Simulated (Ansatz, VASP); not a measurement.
# Two plane-wave programs on Zr

```
Zr
1.0
    -1.78728    1.78728    1.78728
     1.78728   -1.78728    1.78728
     1.78728    1.78728   -1.78728
Zr
1
Direct
  0.00000 0.00000 0.00000
```

Alike in both runs: functional PBE; k mesh 16 × 16 × 16; occupations gaussian, width 0.1 eV; no spin polarisation.

Ansatz relaxed the structure, and its values are those at the end. VASP's run is a single point on that final structure, the one shown.

|  | VASP | Ansatz |
| --- | --- | --- |
| version | VASP 6.6.1 | Ansatz 0.2.0 |
| potentials or method | VASP PAW PBE potentials, release 64 (Zr_sv), cutoff 520 eV | scalar-relativistic, plane waves, PAW |
| valence electrons in the cell | 12 | 12 |

|  | VASP | Ansatz | Ansatz less VASP |
| --- | --- | --- | --- |
| gap on the k mesh at the Fermi level (eV) | none | none | - |
| pressure (GPa) | 0.0 | 0.0 | -0.04 |

A gap of «none» marks a metal or a gap that the smearing closes. The functional is the same, so the differences come from potentials, cutoffs and numerics.
